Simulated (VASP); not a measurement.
# B3P (P-6m2) in VASP: a series of runs, part 2 of 2

VASP 6.6.1. The steps go on from the part before.

## 5. Relaxation of cell and atoms, PBE

INCAR

```
PREC = Accurate
ENCUT = 500
EDIFF = 1E-7
ISMEAR = 0
SIGMA = 0.1
LREAL = F
LASPH = T
NELM = 120
ALGO = Normal
ISIF = 3
LWAVE = F
LCHARG = F
GGA = PE
IBRION = 2
NSW = 90
EDIFFG = -0.04
GGA_COMPAT = F
NELMIN = 4
```

KPOINTS

```
regular mesh
0
Gamma
  6 6 4
```

POSCAR

```
B3P
1.0
    2.8201919358      0.0000000000      0.0000000000
   -1.4100959679      2.4423578600      0.0000000000
    0.0000000000      0.0000000000      5.0691827576
B P
3 1
Direct
    0.0000000000      0.0000000000      0.5000000000
    0.6666666667      0.3333333333      0.3420990661
    0.6666666667      0.3333333333      0.6579009339
    0.0000000000      0.0000000000      0.0000000000
```

Potentials or basis: VASP PAW PBE potentials, release 64 (B, P).

Run with:

```bash
$ cat potpaw_PBE.64/B/POTCAR potpaw_PBE.64/P/POTCAR > POTCAR
$ mpirun -np 1 vasp_std > vasp.out
```

OUTCAR:

```text
PREC = Accurate
   ENCUT = 500
   EDIFF = 1E-7
   ISMEAR = 0
   LREAL = F
   LASPH = T
   NELM = 120
   ISIF = 3
   GGA = PE
   IBRION = 2
   NSW = 90
   EDIFFG = -0.04
   NELMIN = 4

 ion  position               nearest neighbor table
   1  0.000  0.000  0.500-   2 1.81   3 1.81   2 1.81   3 1.81   2 1.81   3 1.81   4 2.53   4 2.53

   2  0.667  0.333  0.342-   3 1.60   1 1.81   1 1.81   1 1.81   4 2.38   4 2.38   4 2.38
   3  0.667  0.333  0.658-   2 1.60   1 1.81   1 1.81   1 1.81   4 2.38   4 2.38   4 2.38
   4  0.000  0.000  0.000-   2 2.38   3 2.38   2 2.38   3 2.38   2 2.38   3 2.38   1 2.53   1 2.53

  LATTYP: Found a hexagonal cell.
 ALAT       =     2.8201919358
 C/A-ratio  =     1.7974601988

  Lattice vectors:

 A1 = (   2.8201919358,   0.0000000000,   0.0000000000)
 A2 = (  -1.4100959679,   2.4423578600,   0.0000000000)
 A3 = (   0.0000000000,   0.0000000000,   5.0691827576)

Analysis of symmetry for initial positions (statically):
=====================================================================
 Subroutine PRICEL returns:
 Original cell was already a primitive cell.

 Routine SETGRP: Setting up the symmetry group for a
 hexagonal supercell.

 Subroutine GETGRP returns: Found 12 space group operations
 (whereof 12 operations were pure point group operations)
 out of a pool of 24 trial point group operations.

The static configuration has the point symmetry D_3h.

Analysis of symmetry for dynamics (positions and initial velocities):
=====================================================================
 Subroutine PRICEL returns:
 Original cell was already a primitive cell.

 Routine SETGRP: Setting up the symmetry group for a
 hexagonal supercell.

 Subroutine GETGRP returns: Found 12 space group operations
 (whereof 12 operations were pure point group operations)
 out of a pool of 24 trial point group operations.

The dynamic configuration has the point symmetry D_3h.

[... 122 lines left out ...]
   LORBIT       =      0    0 simple, 1 ext, 2 COOP (PROOUT), +10 PAW based schemes
   GGA     = PE    functional components
   LHFCALC =     F    Hartree Fock is set to
   AEXX    =    0.0000 exact exchange contribution
   IVDW    =     0    specifies the selected vdW correction
   LEPSILON=     F    determine dielectric tensor
   LRPA    =     F    only Hartree local field effects (RPA)
 conjugate gradient relaxation of ions
 non-spin polarized calculation
 Gauss-broadening in eV      SIGMA  =   0.10
  energy-cutoff  :      500.00
  volume of cell :       34.92
 maximum number of plane-waves:       900
 NGX is ok and might be reduce to    24
   NGX = 11   NGY = 11   NGZ = 19

--------------------------------------- Ionic step        1  -------------------------------------------

 number of electron      14.0000000 magnetization

 Free energy of the ion-electron system (eV)
  ---------------------------------------------------
  ext. energy  EPLUGINS =         0.00000000
  ---------------------------------------------------
  free energy    TOTEN  =       -22.61479289 eV

  energy without entropy =      -22.60468621  energy(sigma->0) =      -22.60973955

------------------------ aborting loop because EDIFF is reached ----------------------------------------

  FORCE on cell =-STRESS in cart. coord.  units (eV):
  Direction    XX          YY          ZZ          XY          YZ          ZX
  --------------------------------------------------------------------------------------
  -------------------------------------------------------------------------------------
  Total        0.4608270      0.4608270     -0.8357022      0.0000000     -0.0000000      0.0000000
  in kB       21.1457235     21.1457235    -38.3474263      0.0000000     -0.0000000      0.0000000
  external PRESSURE =       1.3146736 kB  Pullay stress =       0.0000000 kB
[... 95 lines left out ...]
  FREE ENERGIE OF THE ION-ELECTRON SYSTEM (eV)
  ---------------------------------------------------
  free  energy   TOTEN  =       -22.6308724918 eV

  energy  without entropy=      -22.6205338657  energy(sigma->0) =      -22.62570318

[... ionic steps 4 to 13 ...]

--------------------------------------- Ionic step       14  -------------------------------------------

 number of electron      14.0000000 magnetization

------------------------ aborting loop because EDIFF is reached ----------------------------------------
[... 71 lines left out ...]
--------------------------------------- Ionic step       16  -------------------------------------------

 number of electron      14.0000000 magnetization

 Free energy of the ion-electron system (eV)
  ---------------------------------------------------
  ext. energy  EPLUGINS =         0.00000000
  ---------------------------------------------------
  free energy    TOTEN  =       -22.68103475 eV

  energy without entropy =      -22.67630932  energy(sigma->0) =      -22.67867203

 E-fermi :   8.2706     XC(G=0): -11.9167

 val. band max:        8.2586589418   @ k =   0.5000  -0.0000   0.5000
 cond. band min:       8.5463961399   @ k =   0.0000   0.0000   0.2500
 fundamental gap:      0.2877371981
 Fermi energy:         8.2705681846

 k-point     1 :       0.0000    0.0000    0.0000
  band No.  band energies     occupation
      1      -8.0926      2.00000
      2      -3.3746      2.00000
      3      -1.7195      2.00000
      4       7.4983      2.00000
      5       7.4983      2.00000
      6      12.1317      0.00000
      7      12.9398      0.00000
      8      12.9398      0.00000
      9      13.0583      0.00000
     10      14.5064      0.00000
     11      14.5064      0.00000
[... 309 lines left out ...]
  FREE ENERGIE OF THE ION-ELECTRON SYSTEM (eV)
  ---------------------------------------------------
  free  energy   TOTEN  =       -22.6810347456 eV

  energy  without entropy=      -22.6763093229  energy(sigma->0) =      -22.67867203

 reached required accuracy - stopping structural energy minimisation
```

CONTCAR:

```text
B3P
   1.00000000000000
     2.8850169730443440   -0.0000000000000000    0.0000000000000000
    -1.4425084865221720    2.4984979890582095   -0.0000000000000000
    -0.0000000000000000   -0.0000000000000000    4.7656982989695145
  B               P
     3     1
Direct
     0.0000000000000000    0.0000000000000000    0.5000000000000000
     0.6666666667000030    0.3333333332999970    0.3318731401002790
     0.6666666667000030    0.3333333332999970    0.6681268598997209
     0.0000000000000000    0.0000000000000000    0.0000000000000000

  0.00000000E+00  0.00000000E+00  0.00000000E+00
  0.00000000E+00  0.00000000E+00  0.00000000E+00
  0.00000000E+00  0.00000000E+00  0.00000000E+00
  0.00000000E+00  0.00000000E+00  0.00000000E+00
```

Run time: 75 s. Hardware: 1 thread of Intel Xeon 6975P-C, shared host; peak memory 0.15 GiB.

Results:

```
Free energy                            : -22.6810 eV
Relaxed volume                         : 8.59 Å³/atom
Relaxed cell                           : a = 2.885 Å, b = 2.885 Å, c = 4.766 Å, α = 90.00°, β = 90.00°, γ = 120.00°
Space group after relaxing (to 0.05 Å) : P-6m2 (No. 187)
Energy gained by relaxing              : 16.6 meV/atom
Ionic steps                            : 16
Pressure after relaxing                : 0.1 GPa
Largest force after relaxing           : 0.009 eV/Å
Band gap on the k mesh                 : zero (band 7 reaches 12.94 eV, above the bottom of band 8 at 5.91 eV)
```

Forces in eV/Å, atoms in the order of the input:
```
B    0.000  0.000  0.000
B    0.000  0.000  0.009
B    0.000  0.000 -0.009
P    0.000  0.000  0.000
```

Stress tensor (GPa, compression positive):
```
 0.20  0.00  0.00
 0.00  0.20  0.00
 0.00  0.00 -0.10
```

Step by step:
| step | energy change (eV) | largest force (eV/Å) | pressure (GPa) | volume (Å³) |
| --- | --- | --- | --- | --- |
| 1 | 0.0000 | 0.0984 | 0.13 | 34.92 |
| 2 | -0.0116 | 0.0290 | 0.04 | 34.95 |
| 3 | -0.0161 | 0.0391 | -0.15 | 34.97 |
| 4 | -0.0417 | 0.5201 | -0.92 | 35.01 |
| 5 | -0.0134 | 1.2616 | -0.82 | 35.03 |
| 6 | -0.0446 | 0.8011 | -0.90 | 35.02 |
| 7 | -0.0459 | 0.7079 | -0.87 | 35.02 |
| 8 | -0.0500 | 0.6155 | -1.18 | 35.01 |
| 9 | -0.0570 | 0.3618 | -2.23 | 34.98 |
| 10 | -0.0609 | 0.2354 | -2.04 | 34.88 |
| 11 | -0.0642 | 0.0249 | -1.55 | 34.69 |
| 12 | -0.0652 | 0.0113 | -0.99 | 34.58 |
| 13 | -0.0660 | 0.0693 | -0.03 | 34.40 |
| 14 | -0.0660 | 0.0768 | 0.11 | 34.38 |
| 15 | -0.0662 | 0.0413 | 0.10 | 34.37 |
| 16 | -0.0662 | 0.0089 | 0.10 | 34.35 |

Final structure:
```
B P
1.0
     2.88502    0.00000    0.00000
    -1.44251    2.49850    0.00000
     0.00000    0.00000    4.76570
B P
3 1
Direct
  0.00000 0.00000 0.50000
  0.66667 0.33333 0.33187
  0.66667 0.33333 0.66813
  0.00000 0.00000 0.00000
```

Caveat: the k points lie up to 0.42 Å⁻¹ apart in the final cell.

## 6. Overview

| task | cell | k mesh | gap on the mesh (eV) | pressure (GPa) | largest force (eV/Å) |
| --- | --- | --- | --- | --- | --- |
| single point | a = 2.820, b = 2.820, c = 5.069 Å, angles 90.0, 90.0, 120.0°, 4 atoms | 6 × 6 × 2 | none | 0.0 | 0.04 |
| single point | a = 2.886, b = 2.886, c = 4.767 Å, angles 90.0, 90.0, 120.0°, 4 atoms | 6 × 6 × 4 | none | 0.0 | 0.03 |
| single point | a = 2.741, b = 2.741, c = 8.715 Å, angles 90.0, 90.0, 120.0°, 4 atoms | 6 × 6 × 2 | none | -24.2 | 0.52 |
| relaxation of cell and atoms | relaxed from a = 2.820, b = 2.820, c = 5.069 Å, angles 90.0, 90.0, 120.0°, 4 atoms | 6 × 6 × 4 | none | 0.1 | 0.01 |

Alike in all rows: level PBE; potentials or basis VASP PAW PBE potentials, release 64 (B, P); no spin polarisation; cutoff (eV) 500; smearing gaussian 0.1 eV.

Caveats: all runs use coarse meshes.

Absolute energies hang on the potentials; compare differences alone.
